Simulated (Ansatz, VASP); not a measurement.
Two plane-wave programs on CoPt2W

```xyz
4
Lattice="3.9617 0.0000 0.0000 0.0000 3.9617 0.0000 0.0000 0.0000 3.8860" Properties=species:S:1:pos:R:3 pbc="T T T"
Co    1.9808    1.9808    0.0000
Pt    0.0000    1.9808    1.9430
Pt    1.9808    0.0000    1.9430
W     0.0000    0.0000    0.0000
```

Alike in both runs: task single point; functional r2SCAN; k mesh 9 × 9 × 9; no spin polarisation.

```csv
,VASP,Ansatz
version,VASP 6.6.1,Ansatz 0.2.0
potentials or method,"VASP PAW PBE potentials, release 64 (Co, Pt, W_sv), cutoff 520 eV",PAW plane waves
occupations,"fermi-dirac, width 0.1 eV",fermi-dirac
valence electrons in the cell,43,67
```

```tsv
	VASP	Ansatz	Ansatz less VASP
pressure (GPa)	-18.7	-19.3	-0.65
traceless stress, the component that is largest in VASP (GPa)	3.97	3.99	+0.025
```

VASP's potentials were made for PBE, not for r2SCAN. VASP's potentials hold 43 valence electrons a cell and Ansatz's 67, so a difference there can come from the potentials and not from the codes.

Neither program's run includes spin-orbit coupling.
